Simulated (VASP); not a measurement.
# Y3B (Pm-3m) in VASP: further runs

Runs on Y3B. Level: PBE. Tasks: single point, relaxation of cell and atoms.

All numbers are computed with VASP 6.6.1; they aren't measurements. Logs are shortened: lines on timing, memory, paths and dates and some standing lists are left out, and cuts for length are marked.

**1. The cell of the first run**

Symmetry: Pm-3m, No. 221, cubic system. Conventional cell: a = 4.526 Å, b = 4.526 Å, c = 4.526 Å, α = 90.00°, β = 90.00°, γ = 90.00°. Y (site symmetry 4/mmm) has 8 Y at 3.20 Å and 4 B at 3.20 Å within 4.2 Å. B (site symmetry m-3m) has 12 Y at 3.20 Å within 4.2 Å.

**2. Single point, PBE**

File INCAR:

```
SYSTEM = Y3B
ALGO     = Normal         ! electronic algorithm
EDIFF    = 1E-6           ! SCF threshold, eV
ENCUT    = 520            ! plane-wave cutoff, eV
GGA      = PE             ! functional
ISIF     = 2              ! what is computed and relaxed
ISMEAR   = 0              ! smearing method
LASPH    = .TRUE.         ! aspherical terms in the spheres
LCHARG   = .FALSE.        ! write CHGCAR
LREAL    = .FALSE.        ! projectors in reciprocal space
LWAVE    = .FALSE.        ! write WAVECAR
NBANDS   = 26             ! bands
NELM     = 60             ! most SCF steps
PREC     = Accurate       ! precision mode
SIGMA    = 0.1            ! smearing width, eV
```

File KPOINTS:

```
k-points
0
G
  4 4 4
  0 0 0
```

File POSCAR:

```
Y3B
1.0
    4.5255785919      0.0000000000      0.0000000000
    0.0000000000      4.5255785919      0.0000000000
    0.0000000000      0.0000000000      4.5255785919
Y B
3 1
Direct
    0.0000000000      0.5000000000      0.5000000000
    0.5000000000      0.0000000000      0.5000000000
    0.5000000000      0.5000000000      0.0000000000
    0.0000000000      0.0000000000      0.0000000000
```

Potentials or basis: VASP PAW PBE potentials, release 64 (Y_sv, B).

Started as:

```
$ cat potpaw_PBE.64/Y_sv/POTCAR potpaw_PBE.64/B/POTCAR > POTCAR
$ mpirun -np 1 vasp_std > vasp.out
```

OUTCAR:

```text
SYSTEM = Y3B
   EDIFF = 1E-6
   ENCUT = 520
   GGA = PE
   ISIF = 2
   ISMEAR = 0
   LASPH = .TRUE.
   LREAL = .FALSE.
   NELM = 60
   PREC = Accurate

 ion  position               nearest neighbor table
   1  0.000  0.500  0.500-   2 3.20   3 3.20   4 3.20   3 3.20   4 3.20   2 3.20   4 3.20   4 3.20
                             2 3.20   3 3.20   3 3.20   2 3.20
   2  0.500  0.000  0.500-   1 3.20   3 3.20   4 3.20   3 3.20   4 3.20   1 3.20   3 3.20   3 3.20
                             1 3.20   4 3.20   4 3.20   1 3.20
   3  0.500  0.500  0.000-   1 3.20   2 3.20   4 3.20   1 3.20   2 3.20   2 3.20   4 3.20   2 3.20
                             1 3.20   4 3.20   1 3.20   4 3.20
   4  0.000  0.000  0.000-   1 3.20   2 3.20   3 3.20   1 3.20   2 3.20   1 3.20   3 3.20   1 3.20
                             2 3.20   3 3.20   2 3.20   3 3.20

  LATTYP: Found a simple cubic cell.
 ALAT       =     4.5255785919

  Lattice vectors:

 A1 = (   4.5255785919,   0.0000000000,   0.0000000000)
 A2 = (   0.0000000000,   4.5255785919,   0.0000000000)
 A3 = (   0.0000000000,   0.0000000000,   4.5255785919)

Analysis of symmetry for initial positions (statically):
=====================================================================
 Subroutine PRICEL returns:
 Original cell was already a primitive cell.

 Routine SETGRP: Setting up the symmetry group for a
 simple cubic supercell.

 Subroutine GETGRP returns: Found 48 space group operations
 (whereof 48 operations were pure point group operations)
 out of a pool of 48 trial point group operations.

The static configuration has the point symmetry O_h .

Analysis of symmetry for dynamics (positions and initial velocities):
=====================================================================
 Subroutine PRICEL returns:
 Original cell was already a primitive cell.

 Routine SETGRP: Setting up the symmetry group for a
 simple cubic supercell.

 Subroutine GETGRP returns: Found 48 space group operations
 (whereof 48 operations were pure point group operations)
 out of a pool of 48 trial point group operations.

The dynamic configuration has the point symmetry O_h .

 Subroutine INISYM returns: Found 48 space group operations
 (whereof 48 operations are pure point group operations),
 and found     1 'primitive' translations

----------------------------------------------------------------------------------------

                                     Primitive cell

  volume of cell :      92.6877

  direct lattice vectors                    reciprocal lattice vectors
     4.525578592  0.000000000  0.000000000     0.220966221  0.000000000  0.000000000
     0.000000000  4.525578592  0.000000000     0.000000000  0.220966221  0.000000000
     0.000000000  0.000000000  4.525578592     0.000000000  0.000000000  0.220966221

  length of vectors
     4.525578592  4.525578592  4.525578592     0.220966221  0.220966221  0.220966221

  position of ions in fractional coordinates (direct lattice)
     0.000000000  0.500000000  0.500000000
     0.500000000  0.000000000  0.500000000
     0.500000000  0.500000000  0.000000000
     0.000000000  0.000000000  0.000000000

  ion indices of the primitive-cell ions
   primitive index   ion index
                 1           1
                 2           2
                 3           3
                 4           4

----------------------------------------------------------------------------------------

 KPOINTS: k-points

Automatic generation of k-mesh.
 Grid dimensions read from file:
 generate k-points for:    4    4    4

 Generating k-lattice:

  Cartesian coordinates                     Fractional coordinates (reciprocal lattice)
     0.055241555  0.000000000  0.000000000     0.250000000  0.000000000  0.000000000
     0.000000000  0.055241555  0.000000000     0.000000000  0.250000000  0.000000000
     0.000000000  0.000000000  0.055241555     0.000000000  0.000000000  0.250000000

  Length of vectors
     0.055241555  0.055241555  0.055241555

  Shift w.r.t. Gamma in fractional coordinates (k-lattice)
     0.000000000  0.000000000  0.000000000

 Subroutine IBZKPT returns following result:
 ===========================================

 Found     10 irreducible k-points:

 Following reciprocal coordinates:
            Coordinates               Weight
  0.000000  0.000000  0.000000      1.000000
  0.250000  0.000000  0.000000      6.000000
  0.500000  0.000000  0.000000      3.000000
  0.250000  0.250000  0.000000     12.000000
  0.500000  0.250000  0.000000     12.000000
  0.500000  0.500000  0.000000      3.000000
  0.250000  0.250000  0.250000      8.000000
  0.500000  0.250000  0.250000     12.000000
  0.500000  0.500000  0.250000      6.000000
  0.500000  0.500000  0.500000      1.000000
   k-points           NKPTS =     10   k-points in BZ     NKDIM =     10   number of bands    NBANDS=     26
   number of dos      NEDOS =    301   number of ions     NIONS =      4
   total plane-waves  NPLWV =  46656
   dimension x,y,z NGX =    36 NGY =   36 NGZ =   36
   dimension x,y,z NGXF=    72 NGYF=   72 NGZF=   72
   ions per type =               3   1
   NGX,Y,Z   is equivalent  to a cutoff of  13.22, 13.22, 13.22 a.u.
   NGXF,Y,Z  is equivalent  to a cutoff of  26.45, 26.45, 26.45 a.u.
 SYSTEM =  Y3B
   PREC   = accura    normal or accurate (medium, high low for compatibility)
   ISTART =      0    job   : 0-new  1-cont  2-samecut
   ICHARG =      2    charge: 1-file 2-atom 10-const
   ISPIN  =      1    spin polarized calculation?
   LNONCOLLINEAR =      F non collinear calculations
   LSORBIT =      F    spin-orbit coupling
   LASPH  =      T    aspherical Exc in radial PAW
   ENCUT  =  520.0 eV  38.22 Ry    6.18 a.u.   8.41  8.41  8.41*2*pi/ulx,y,z
   NELM   =     60;   NELMIN=  2; NELMDL= -5     # of ELM steps
   EDIFF  = 0.1E-05   stopping-criterion for ELM
   LREAL  =      F    real-space projection
   EDIFFG = 0.1E-04   stopping-criterion for IOM
   NSW    =      0    number of steps for IOM
   IBRION =     -1    ionic relax: 0-MD 1-quasi-New 2-CG
   NFREE  =      0    steps in history (QN), initial steepest desc. (CG)
   ISIF   =      2    stress and relaxation
   ISYM   =      2    0-nonsym 1-usesym 2-fastsym
   POTIM  = 0.5000    time-step for ionic-motion
   TEBEG  =    0.0;   TEEND  =   0.0 temperature during run
   PSTRESS=    0.0 pullay stress
   NELECT =      36.0000    total number of electrons
   NUPDOWN=      -1.0000    fix difference up-down
   EMIN   =  10.00;   EMAX   =-10.00  energy-range for DOS
   EFERMI =   0.00;   METHOD = LEGACY
   ISMEAR =     0;   SIGMA  =   0.10  broadening in eV -4-tet -1-fermi 0-gaus
   EFERMI_NEDOS =   21; number of points for ismear=-14 and -15
   IALGO  =     38    algorithm
   IMIX   =      4    mixing-type and parameters
     AMIX     =   0.40;   BMIX     =  1.00
     AMIX_MAG =   1.60;   BMIX_MAG =  1.00
  volume/ion in A,a.u.               =      23.17       156.37
  Fermi-wavevector in a.u.,A,eV,Ry     =   1.194451  2.257184 19.411601  1.426712
  Thomas-Fermi vector in A             =   2.330440
   LORBIT       =      0    0 simple, 1 ext, 2 COOP (PROOUT), +10 PAW based schemes
   GGA     = PE    functional components
   LHFCALC =     F    Hartree Fock is set to
   AEXX    =    0.0000 exact exchange contribution
   IVDW    =     0    specifies the selected vdW correction
   LEPSILON=     F    determine dielectric tensor
   LRPA    =     F    only Hartree local field effects (RPA)
 non-spin polarized calculation
 Gauss-broadening in eV      SIGMA  =   0.10
  energy-cutoff  :      520.00
  volume of cell :       92.69
 maximum number of plane-waves:      2517
 NGX is ok and might be reduce to    36
   NGX = 17   NGY = 17   NGZ = 17

 number of electron      36.0000002 magnetization

 Free energy of the ion-electron system (eV)
  ---------------------------------------------------
  ext. energy  EPLUGINS =         0.00000000
  ---------------------------------------------------
  free energy    TOTEN  =       -24.02572984 eV

  energy without entropy =      -24.00015859  energy(sigma->0) =      -24.01294422

 E-fermi :   3.8231     XC(G=0): -10.2003

 val. band max:        3.7104481806   @ k =   0.5000   0.2500   0.2500
 cond. band min:       3.8342192754   @ k =   0.2500   0.2500   0.2500
 fundamental gap:      0.1237710947
 Fermi energy:         3.8231331404

 k-point     1 :       0.0000    0.0000    0.0000
  band No.  band energies     occupation
      1     -38.7215      2.00000
      2     -38.4691      2.00000
      3     -38.4691      2.00000
      4     -19.1771      2.00000
      5     -19.1771      2.00000
      6     -19.1771      2.00000
[... 18 lines left out ...]
     25       7.4995      0.00000
     26       7.4995      0.00000

 k-point     2 :       0.2500    0.0000    0.0000
  band No.  band energies     occupation
      1     -38.6896      2.00000
      2     -38.5015      2.00000
      3     -38.4687      2.00000
      4     -19.0987      2.00000
      5     -19.0987      2.00000
      6     -19.0521      2.00000
[... 18 lines left out ...]
     25       7.9031      0.00000
     26       8.1228      0.00000

 k-point     3 :       0.5000    0.0000    0.0000
  band No.  band energies     occupation
      1     -38.6379      2.00000
      2     -38.5537      2.00000
      3     -38.4682      2.00000
      4     -18.9919      2.00000
      5     -18.9919      2.00000
      6     -18.7247      2.00000
[... 18 lines left out ...]
     25       6.7890      0.00000
     26       6.8024      0.00000

 k-point     4 :       0.2500    0.2500    0.0000
  band No.  band energies     occupation
      1     -38.6612      2.00000
      2     -38.5110      2.00000
      3     -38.4870      2.00000
      4     -19.1625      2.00000
      5     -19.0150      2.00000
      6     -18.8539      2.00000
[... 18 lines left out ...]
     25       7.2516      0.00000
     26       8.0208      0.00000

 k-point     5 :       0.5000    0.2500    0.0000
  band No.  band energies     occupation
      1     -38.6128      2.00000
      2     -38.5530      2.00000
      3     -38.4929      2.00000
      4     -19.0968      2.00000
      5     -18.9370      2.00000
      6     -18.8932      2.00000
[... 18 lines left out ...]
     25       7.5255      0.00000
     26       7.7122      0.00000

 k-point     6 :       0.5000    0.5000    0.0000
  band No.  band energies     occupation
      1     -38.5529      2.00000
      2     -38.5524      2.00000
      3     -38.5524      2.00000
      4     -19.1683      2.00000
      5     -19.0606      2.00000
      6     -18.6883      2.00000
[... 18 lines left out ...]
     25       6.7633      0.00000
     26       7.0771      0.00000

 k-point     7 :       0.2500    0.2500    0.2500
  band No.  band energies     occupation
      1     -38.6372      2.00000
      2     -38.5105      2.00000
      3     -38.5105      2.00000
      4     -19.2919      2.00000
      5     -18.8735      2.00000
      6     -18.8735      2.00000
[... 18 lines left out ...]
     25       7.4533      0.00000
     26       7.5252      0.00000

 k-point     8 :       0.5000    0.2500    0.2500
  band No.  band energies     occupation
      1     -38.5948      2.00000
      2     -38.5524      2.00000
      3     -38.5099      2.00000
      4     -19.3198      2.00000
      5     -18.9530      2.00000
      6     -18.8997      2.00000
[... 18 lines left out ...]
     25       7.3293      0.00000
     26       7.8545      0.00000

 k-point     9 :       0.5000    0.5000    0.2500
  band No.  band energies     occupation
      1     -38.5520      2.00000
      2     -38.5518      2.00000
      3     -38.5518      2.00000
      4     -19.4331      2.00000
      5     -19.0572      2.00000
      6     -18.9225      2.00000
[... 18 lines left out ...]
     25       7.3036      0.00000
     26       7.3174      0.00000

 k-point    10 :       0.5000    0.5000    0.5000
  band No.  band energies     occupation
      1     -38.5512      2.00000
      2     -38.5512      2.00000
      3     -38.5512      2.00000
      4     -19.5965      2.00000
      5     -19.0538      2.00000
      6     -19.0538      2.00000
[... 18 lines left out ...]
     25       7.0161      0.00000
     26       7.0161      0.00000

------------------------ aborting loop because EDIFF is reached ----------------------------------------

  FORCE on cell =-STRESS in cart. coord.  units (eV):
  Direction    XX          YY          ZZ          XY          YZ          ZX
  --------------------------------------------------------------------------------------
  -------------------------------------------------------------------------------------
  Total       -0.1740081     -0.1740081     -0.1740081     -0.0000000     -0.0000000      0.0000000
  in kB       -3.0078605     -3.0078605     -3.0078605     -0.0000000     -0.0000000      0.0000000
  external PRESSURE =      -3.0078605 kB  Pullay stress =       0.0000000 kB

 VOLUME and BASIS-vectors are now :
 -----------------------------------------------------------------------------
  energy-cutoff  :      520.00
  volume of cell :       92.69
      direct lattice vectors                 reciprocal lattice vectors
     4.525578592  0.000000000  0.000000000     0.220966221  0.000000000  0.000000000
     0.000000000  4.525578592  0.000000000     0.000000000  0.220966221  0.000000000
     0.000000000  0.000000000  4.525578592     0.000000000  0.000000000  0.220966221

 POSITION                                       TOTAL-FORCE (eV/Angst)
 -----------------------------------------------------------------------------------
      0.00000      2.26279      2.26279         0.000000      0.000000      0.000000
      2.26279      0.00000      2.26279         0.000000      0.000000      0.000000
      2.26279      2.26279      0.00000         0.000000      0.000000      0.000000
      0.00000      0.00000      0.00000         0.000000      0.000000      0.000000
 -----------------------------------------------------------------------------------
    total drift:                                0.000000      0.000000      0.000000

  FREE ENERGIE OF THE ION-ELECTRON SYSTEM (eV)
  ---------------------------------------------------
  free  energy   TOTEN  =       -24.0257298423 eV

  energy  without entropy=      -24.0001585918  energy(sigma->0) =      -24.01294422
```

Wall time 26 s (1 thread of Intel Xeon Platinum 8375C at 2.90GHz (Ice Lake), shared host); peak memory 0.21 GiB.

What came out:

```yaml
Free_energy: -24.0257 eV
Pressure: -0.3 GPa
Band_gap_on_the_k_mesh: zero (band 18 reaches 4.10 eV, above the bottom of band 19 at 3.06 eV)
```

**3. Relaxation of cell and atoms, PBE**

This run uses another cell than the first one, of 21.16 Å³/atom, 0.913 times its volume.

File INCAR:

```
SYSTEM = Y3B
PREC = Accurate
ENCUT = 600
EDIFF = 1E-6
ISMEAR = 0
SIGMA = 0.1
LREAL = .False.
LASPH = .True.
NELM = 100
ALGO = Normal
ISIF = 3
LWAVE = .False.
LCHARG = .False.
GGA = PE
IBRION = 2
NSW = 90
EDIFFG = -0.04
```

File KPOINTS:

```
Automatic mesh
0
Gamma
  4 4 4
  0 0 0
```

File POSCAR:

```
Y3B
1.0
    4.3908683104      0.0000000000      0.0000000000
    0.0000000000      4.3908683104      0.0000000000
    0.0000000000      0.0000000000      4.3908683104
Y B
3 1
Direct
    0.0000000000      0.5000000000      0.5000000000
    0.5000000000      0.0000000000      0.5000000000
    0.5000000000      0.5000000000      0.0000000000
    0.0000000000      0.0000000000      0.0000000000
```

Potentials or basis: VASP PAW PBE potentials, release 64 (Y_sv, B).

Started as:

```
$ cat potpaw_PBE.64/Y_sv/POTCAR potpaw_PBE.64/B/POTCAR > POTCAR
$ mpirun -np 1 vasp_std > vasp.out
```

It took 66 s on 1 thread of Intel Xeon Platinum 8375C at 2.90GHz (Ice Lake), shared host; peak memory 0.22 GiB.

It converged, with:

| Item | Value |
| --- | --- |
| Free energy | -24.0259 eV |
| Relaxed volume | 23.04 Å³/atom |
| Relaxed cell | a = 4.517 Å, b = 4.517 Å, c = 4.517 Å, α = 90.00°, β = 90.00°, γ = 90.00° |
| Space group after relaxing (to 0.05 Å) | Pm-3m (No. 221) |
| Energy gained by relaxing | 28.5 meV/atom |
| Ionic steps | 3 |
| Pressure after relaxing | 0.0 GPa |
| Band gap on the k mesh | zero (band 18 reaches 4.13 eV, above the bottom of band 19 at 3.08 eV) |

The path:
```
step  energy change (eV)  largest force (eV/Å)  pressure (GPa)  volume (Å³)
   1              0.0000                0.0000            5.11        84.65
   2             -0.1122                0.0000           -0.57        93.19
   3             -0.1140                0.0000           -0.02        92.17
```

Final structure:
```xyz
4
Lattice="4.5172 0.0000 0.0000 0.0000 4.5172 0.0000 0.0000 0.0000 4.5172" Properties=species:S:1:pos:R:3 pbc="T T T"
Y     0.0000    2.2586    2.2586
Y     2.2586    0.0000    2.2586
Y     2.2586    2.2586    0.0000
B     0.0000    0.0000    0.0000
```

Levels at points of the mesh, in eV from the Fermi level:
```tsv
k point	band 16	band 17	band 18	band 19	band 20	band 21
(0.00, 0.00, 0.00)	-0.95	-0.77	-0.77	-0.77	0.52	0.52
(0.50, 0.00, 0.00)	-0.98	-0.98	-0.28	0.77	1.56	1.56
(0.50, 0.50, 0.00)	-1.41	-0.65	0.28	0.28	0.48	1.71
(0.50, 0.50, 0.50)	-1.59	-0.54	-0.54	-0.54	1.80	1.80
```
